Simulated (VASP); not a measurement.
**Si: G0W0 quasiparticle levels with PBE**

Si:

```
Si
1.0
     0.00000    2.72212    2.72212
     2.72212    0.00000    2.72212
     2.72212    2.72212    0.00000
Si
2
Direct
  0.00000 0.00000 0.00000
  0.25000 0.25000 0.25000
```

```yaml
Program: VASP 6.6.1
Task: G0W0 quasiparticle levels
Functional: PBE
Potentials_or_basis: VASP PAW PBE potentials, release 64 (Si_GW)
Cutoff: 500 eV
k_mesh: 4 × 4 × 4
Occupations: gaussian, width 0.01 eV
Spin: no spin polarisation
Dipole_correction: no
GW_scheme: G0W0
GW_iterations: 1
Cutoff_of_the_response_function: 150
Frequency_points: 96
Empty_bands: 168
Further_INCAR_settings: ALGO = EVGW0; EDIFF = 1e-08; NBANDS = 172
```

```yaml
Quasiparticle_gap: 1.21 eV
Least_direct_quasiparticle_gap: 3.18 eV
Band_gap_of_the_starting_levels_on_the_mesh: 0.71 eV
Least_direct_gap_of_the_starting_levels_on_the_mesh: 2.54 eV
```

Run time: 2.2 min on 1 thread of Intel(R) Xeon(R) Platinum 8488C (Sapphire Rapids), on a shared host, peak memory 0.42 GiB.

Caveat: the k points lie up to 0.50 Å⁻¹ apart; bands, screening cutoff and mesh are small and nothing is extrapolated, so the quasiparticle values aren't converged.
